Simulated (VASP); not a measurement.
# Al (Fd-3m) in VASP: further runs

Al is run at these levels: PBE; tasks: single point.

All numbers are computed with VASP 6.6.1; they aren't measurements. Logs are shortened: lines on timing, memory, paths and dates and some standing lists are left out, and cuts for length are marked.

### Step 1. The cell of the first run

Symmetry: Fd-3m, No. 227, cubic system. Conventional cell: a = 5.928 Å, b = 5.928 Å, c = 5.928 Å, α = 90.00°, β = 90.00°, γ = 90.00°. Al (site symmetry -43m) has 4 Al at 2.57 Å within 3.4 Å.

### Step 2. Single point, PBE

Contents of INCAR:

```
PREC = Accurate
ENCUT = 520
EDIFF = 1E-6
ISMEAR = -1
SIGMA = 0.05
LREAL = F
LASPH = T
NELM = 60
ALGO = Normal
ISIF = 2
LWAVE = F
LCHARG = F
GGA = PE
NBANDS = 10
```

Contents of KPOINTS:

```
regular mesh
0
Gamma
  12 12 12
```

Contents of POSCAR:

```
Al
1.0
    0.0000000000      2.9637605987      2.9637605987
    2.9637605987      0.0000000000      2.9637605987
    2.9637605987      2.9637605987      0.0000000000
Al
2
Direct
   -0.1250000000     -0.1250000000     -0.1250000000
    0.1250000000      0.1250000000      0.1250000000
```

Potentials or basis: VASP PAW PBE potentials, release 64 (Al).

Run with:

```
$ cat potpaw_PBE.64/Al/POTCAR > POTCAR
$ mpirun -np 1 vasp_std > vasp.out
```

OUTCAR:

```text
PREC = Accurate
   ENCUT = 520
   EDIFF = 1E-6
   ISMEAR = -1
   LREAL = F
   LASPH = T
   NELM = 60
   ISIF = 2
   GGA = PE

 ion  position               nearest neighbor table
   1  0.875  0.875  0.875-   2 2.57   2 2.57   2 2.57   2 2.57
   2  0.125  0.125  0.125-   1 2.57   1 2.57   1 2.57   1 2.57

  LATTYP: Found a face centered cubic cell.
 ALAT       =     5.9275211974

  Lattice vectors:

 A1 = (   0.0000000000,   2.9637605987,   2.9637605987)
 A2 = (   2.9637605987,   0.0000000000,   2.9637605987)
 A3 = (   2.9637605987,   2.9637605987,   0.0000000000)

Analysis of symmetry for initial positions (statically):
=====================================================================
 Subroutine PRICEL returns:
 Original cell was already a primitive cell.

 Routine SETGRP: Setting up the symmetry group for a
 face centered cubic supercell.

 Subroutine GETGRP returns: Found 48 space group operations
 (whereof 12 operations were pure point group operations)
 out of a pool of 48 trial point group operations.

The static configuration has the point symmetry D_3d.
 The point group associated with its full space group is O_h .

Analysis of symmetry for dynamics (positions and initial velocities):
=====================================================================
 Subroutine PRICEL returns:
 Original cell was already a primitive cell.

 Routine SETGRP: Setting up the symmetry group for a
 face centered cubic supercell.

 Subroutine GETGRP returns: Found 48 space group operations
 (whereof 12 operations were pure point group operations)
 out of a pool of 48 trial point group operations.

The dynamic configuration has the point symmetry D_3d.
 The point group associated with its full space group is O_h .

 Subroutine INISYM returns: Found 48 space group operations
 (whereof 12 operations are pure point group operations),
 and found     1 'primitive' translations

----------------------------------------------------------------------------------------

                                     Primitive cell

  volume of cell :      52.0666

  direct lattice vectors                    reciprocal lattice vectors
     0.000000000  2.963760599  2.963760599    -0.168704584  0.168704584  0.168704584
     2.963760599  0.000000000  2.963760599     0.168704584 -0.168704584  0.168704584
     2.963760599  2.963760599  0.000000000     0.168704584  0.168704584 -0.168704584

  length of vectors
     4.191390434  4.191390434  4.191390434     0.292204912  0.292204912  0.292204912

  position of ions in fractional coordinates (direct lattice)
     0.875000000  0.875000000  0.875000000
     0.125000000  0.125000000  0.125000000

  ion indices of the primitive-cell ions
   primitive index   ion index
                 1           1
                 2           2

----------------------------------------------------------------------------------------

 KPOINTS: regular mesh

Automatic generation of k-mesh.
 Grid dimensions read from file:
 generate k-points for:   12   12   12

 Generating k-lattice:

  Cartesian coordinates                     Fractional coordinates (reciprocal lattice)
    -0.014058715  0.014058715  0.014058715     0.083333333  0.000000000  0.000000000
     0.014058715 -0.014058715  0.014058715     0.000000000  0.083333333  0.000000000
     0.014058715  0.014058715 -0.014058715     0.000000000  0.000000000  0.083333333

  Length of vectors
     0.024350409  0.024350409  0.024350409

  Shift w.r.t. Gamma in fractional coordinates (k-lattice)
     0.000000000  0.000000000  0.000000000

 Subroutine IBZKPT returns following result:
 ===========================================

 Found     72 irreducible k-points:

 Following reciprocal coordinates:
            Coordinates               Weight
  0.000000  0.000000  0.000000      1.000000
  0.083333  0.000000  0.000000      8.000000
  0.166667  0.000000  0.000000      8.000000
  0.250000  0.000000  0.000000      8.000000
  0.333333  0.000000  0.000000      8.000000
  0.416667  0.000000  0.000000      8.000000
[... 16 lines left out ...]
  0.500000  0.166667  0.000000     24.000000
 -0.416667  0.166667  0.000000     24.000000
 [... further k-points ...]
   k-points           NKPTS =     72   k-points in BZ     NKDIM =     72   number of bands    NBANDS=     10
   number of dos      NEDOS =    301   number of ions     NIONS =      2
   total plane-waves  NPLWV =  32768
   dimension x,y,z NGX =    32 NGY =   32 NGZ =   32
   dimension x,y,z NGXF=    64 NGYF=   64 NGZF=   64
   ions per type =               2
   NGX,Y,Z   is equivalent  to a cutoff of  12.69, 12.69, 12.69 a.u.
   NGXF,Y,Z  is equivalent  to a cutoff of  25.38, 25.38, 25.38 a.u.
 SYSTEM =  unknown system
   PREC   = accura    normal or accurate (medium, high low for compatibility)
   ISTART =      0    job   : 0-new  1-cont  2-samecut
   ICHARG =      2    charge: 1-file 2-atom 10-const
   ISPIN  =      1    spin polarized calculation?
   LNONCOLLINEAR =      F non collinear calculations
   LSORBIT =      F    spin-orbit coupling
   LASPH  =      T    aspherical Exc in radial PAW
   ENCUT  =  520.0 eV  38.22 Ry    6.18 a.u.   7.79  7.79  7.79*2*pi/ulx,y,z
   NELM   =     60;   NELMIN=  2; NELMDL= -5     # of ELM steps
   EDIFF  = 0.1E-05   stopping-criterion for ELM
   LREAL  =      F    real-space projection
   EDIFFG = 0.1E-04   stopping-criterion for IOM
   NSW    =      0    number of steps for IOM
   IBRION =     -1    ionic relax: 0-MD 1-quasi-New 2-CG
   NFREE  =      0    steps in history (QN), initial steepest desc. (CG)
   ISIF   =      2    stress and relaxation
   ISYM   =      2    0-nonsym 1-usesym 2-fastsym
   POTIM  = 0.5000    time-step for ionic-motion
   TEBEG  =    0.0;   TEEND  =   0.0 temperature during run
   PSTRESS=    0.0 pullay stress
   NELECT =       6.0000    total number of electrons
   NUPDOWN=      -1.0000    fix difference up-down
   EMIN   =  10.00;   EMAX   =-10.00  energy-range for DOS
   EFERMI =   0.00;   METHOD = LEGACY
   ISMEAR =    -1;   SIGMA  =   0.05  broadening in eV -4-tet -1-fermi 0-gaus
   EFERMI_NEDOS =   21; number of points for ismear=-14 and -15
   IALGO  =     38    algorithm
   IMIX   =      4    mixing-type and parameters
     AMIX     =   0.40;   BMIX     =  1.00
     AMIX_MAG =   1.60;   BMIX_MAG =  1.00
  volume/ion in A,a.u.               =      26.03       175.68
  Fermi-wavevector in a.u.,A,eV,Ry     =   0.796658  1.505466  8.635136  0.634665
  Thomas-Fermi vector in A             =   1.903224
   LORBIT       =      0    0 simple, 1 ext, 2 COOP (PROOUT), +10 PAW based schemes
   GGA     = PE    functional components
   LHFCALC =     F    Hartree Fock is set to
   AEXX    =    0.0000 exact exchange contribution
   IVDW    =     0    specifies the selected vdW correction
   LEPSILON=     F    determine dielectric tensor
   LRPA    =     F    only Hartree local field effects (RPA)
 non-spin polarized calculation
  energy-cutoff  :      520.00
  volume of cell :       52.07
 maximum number of plane-waves:      1424
   NGX = 15   NGY = 15   NGZ = 15

 number of electron       6.0000000 magnetization

 Free energy of the ion-electron system (eV)
  ---------------------------------------------------
  ext. energy  EPLUGINS =         0.00000000
  ---------------------------------------------------
  free energy    TOTEN  =        -5.98004775 eV

  energy without entropy =       -5.96563845  energy(sigma->0) =       -5.97284310

 E-fermi :   3.1509     XC(G=0):  -8.3321

 val. band max:        3.1397967728   @ k =   0.3333   0.3333   0.0000
 cond. band min:       3.1592098211   @ k =   0.3333   0.2500   0.0833
 fundamental gap:      0.0194130483
 Fermi energy:         3.1509313339

 k-point     1 :       0.0000    0.0000    0.0000
  band No.  band energies     occupation
      1      -4.9347      2.00000
      2       5.3832      0.00000
      3       5.3832      0.00000
      4       5.3832      0.00000
      5       7.2375      0.00000
      6       7.2375      0.00000
      7       7.2375      0.00000
      8       8.9670      0.00000
      9      11.1891      0.00000
     10      11.1894      0.00000

 k-point     2 :       0.0833    0.0000    0.0000
  band No.  band energies     occupation
      1      -4.8545      2.00000
      2       4.6292      0.00000
      3       5.2418      0.00000
      4       5.2418      0.00000
      5       7.3774      0.00000
      6       7.4419      0.00000
      7       7.4419      0.00000
      8       9.4083      0.00000
      9      10.9115      0.00000
     10      10.9115      0.00000

 k-point     3 :       0.1667    0.0000    0.0000
  band No.  band energies     occupation
      1      -4.6158      2.00000
      2       3.2942      0.10776
      3       4.9584      0.00000
      4       4.9584      0.00000
      5       7.2612      0.00000
      6       7.8284      0.00000
      7       7.8284      0.00000
      8      10.4306      0.00000
      9      10.5551      0.00000
     10      10.5551      0.00000

 k-point     4 :       0.2500    0.0000    0.0000
  band No.  band energies     occupation
      1      -4.2260      2.00000
      2       1.9337      2.00000
      3       4.6882      0.00000
      4       4.6882      0.00000
      5       7.0225      0.00000
      6       7.9984      0.00000
      7       7.9984      0.00000
      8      10.7076      0.00000
      9      10.7076      0.00000
     10      11.3402      0.00000
[... 222 lines left out ...]
 k-point    22 :       0.4167    0.1667    0.0000
  band No.  band energies     occupation
      1      -3.2317      2.00000
      2       0.4570      2.00000
      3       3.1712      0.80045
      4       3.6863      0.00004
      5       6.5449      0.00000
      6       8.7197      0.00000
      7       9.1173      0.00000
      8       9.3029      0.00000
      9      12.8917      0.00000
     10      13.4448      0.00000

 k-point    23 :       0.5000    0.1667    0.0000
  band No.  band energies     occupation
      1      -2.6784      2.00000
      2      -0.4155      2.00000
      3       2.8559      1.99454
      4       3.7480      0.00001
      5       6.5708      0.00000
      6       8.6519      0.00000
      7       8.8195      0.00000
      8      10.4538      0.00000
      9      12.6044      0.00000
     10      13.6965      0.00000

 k-point    24 :      -0.4167    0.1667    0.0000
  band No.  band energies     occupation
      1      -2.5620      2.00000
      2      -0.5739      2.00000
      3       2.6491      1.99991
      4       3.9273      0.00000
      5       6.7343      0.00000
      6       8.5888      0.00000
      7       8.6059      0.00000
      8      11.7855      0.00000
      9      12.1976      0.00000
     10      12.2521      0.00000

 [... further k-points ...]
[... 5 lines left out ...]
  --------------------------------------------------------------------------------------
  -------------------------------------------------------------------------------------
  Total        0.8403567      0.8403567      0.8403567      0.0000000     -0.0000000     -0.0000000
  in kB       25.8591891     25.8591891     25.8591891      0.0000000     -0.0000000     -0.0000000
  external PRESSURE =      25.8591891 kB  Pullay stress =       0.0000000 kB

 VOLUME and BASIS-vectors are now :
 -----------------------------------------------------------------------------
  energy-cutoff  :      520.00
  volume of cell :       52.07
      direct lattice vectors                 reciprocal lattice vectors
     0.000000000  2.963760599  2.963760599    -0.168704584  0.168704584  0.168704584
     2.963760599  0.000000000  2.963760599     0.168704584 -0.168704584  0.168704584
     2.963760599  2.963760599  0.000000000     0.168704584  0.168704584 -0.168704584

 POSITION                                       TOTAL-FORCE (eV/Angst)
 -----------------------------------------------------------------------------------
      5.18658      5.18658      5.18658        -0.000000      0.000000     -0.000000
      0.74094      0.74094      0.74094         0.000000     -0.000000      0.000000
 -----------------------------------------------------------------------------------
    total drift:                                0.000000      0.000000     -0.000000

  FREE ENERGIE OF THE ION-ELECTRON SYSTEM (eV)
  ---------------------------------------------------
  free  energy   TOTEN  =        -5.9800477520 eV

  energy  without entropy=       -5.9656384459  energy(sigma->0) =       -5.97284310
```

Run time: 24 s. Hardware: 1 thread of Intel Xeon Platinum 8488C (Sapphire Rapids), shared host; peak memory 0.17 GiB.

What came out:

| Quantity | Value |
| --- | --- |
| Free energy | -5.9800 eV |
| Pressure | 2.6 GPa |
| Band gap on the k mesh | zero (band 3 reaches 5.38 eV, above the bottom of band 4 at 1.68 eV) |

Levels at points of the mesh, in eV from the Fermi level:
| k point | band 1 | band 2 | band 3 | band 4 | band 5 | band 6 |
| --- | --- | --- | --- | --- | --- | --- |
| (0.00, 0.00, 0.00) | -8.09 | 2.23 | 2.23 | 2.23 | 4.09 | 4.09 |
| (0.50, 0.00, 0.00) | -5.95 | -3.97 | 1.17 | 1.17 | 3.49 | 4.48 |
| (0.50, 0.50, 0.00) | -4.41 | -4.41 | -0.39 | -0.39 | 2.12 | 2.12 |

### Step 3. Single point, PBE

Contents of INCAR:

```
PREC     = Accurate       # precision mode
ENCUT    = 520            # plane-wave cutoff, eV
EDIFF    = 1E-6           # SCF threshold, eV
ISMEAR   = -1             # smearing method
SIGMA    = 0.05           # smearing width, eV
LREAL    = F              # projectors in reciprocal space
LASPH    = T              # aspherical terms in the spheres
NELM     = 60             # most SCF steps
ALGO     = Normal         # electronic algorithm
ISIF     = 2              # what is computed and relaxed
LWAVE    = F              # write WAVECAR
LCHARG   = F              # write CHGCAR
GGA      = PE             # functional
NBANDS   = 10             # bands
```

Contents of KPOINTS:

```
Automatic mesh
0
Gamma
  12 12 12
```

Contents of POSCAR:

```
Al
1.0
    0.0000000000      2.9629910433      2.9629910433
    2.9629910433      0.0000000000      2.9629910433
    2.9629910433      2.9629910433      0.0000000000
Al
2
Direct
   -0.1250000000     -0.1250000000     -0.1250000000
    0.1250000000      0.1250000000      0.1250000000
```

Potentials or basis: VASP PAW PBE potentials, release 64 (Al).

Run with:

```
$ cat potpaw_PBE.64/Al/POTCAR > POTCAR
$ mpirun -np 1 vasp_std > vasp.out
```

Run time: 24 s. Hardware: 1 thread of Intel Xeon Platinum 8488C (Sapphire Rapids), shared host; peak memory 0.17 GiB.

It converged, with:

```yaml
Free_energy: -5.9794 eV
Pressure: 2.6 GPa
Band_gap_on_the_k_mesh: zero (band 3 reaches 5.39 eV, above the bottom of band 4 at 1.69 eV)
```

Levels at points of the mesh, in eV from the Fermi level:
| k point | band 1 | band 2 | band 3 | band 4 | band 5 | band 6 | band 7 | band 8 |
| --- | --- | --- | --- | --- | --- | --- | --- | --- |
| (0.00, 0.00, 0.00) | -8.09 | 2.23 | 2.23 | 2.23 | 4.09 | 4.09 | 4.09 | 5.82 |
| (0.50, 0.00, 0.00) | -5.95 | -3.97 | 1.17 | 1.17 | 3.49 | 4.48 | 4.48 | 7.71 |
| (0.50, 0.50, 0.00) | -4.41 | -4.41 | -0.39 | -0.39 | 2.12 | 2.12 | 11.01 | 11.01 |
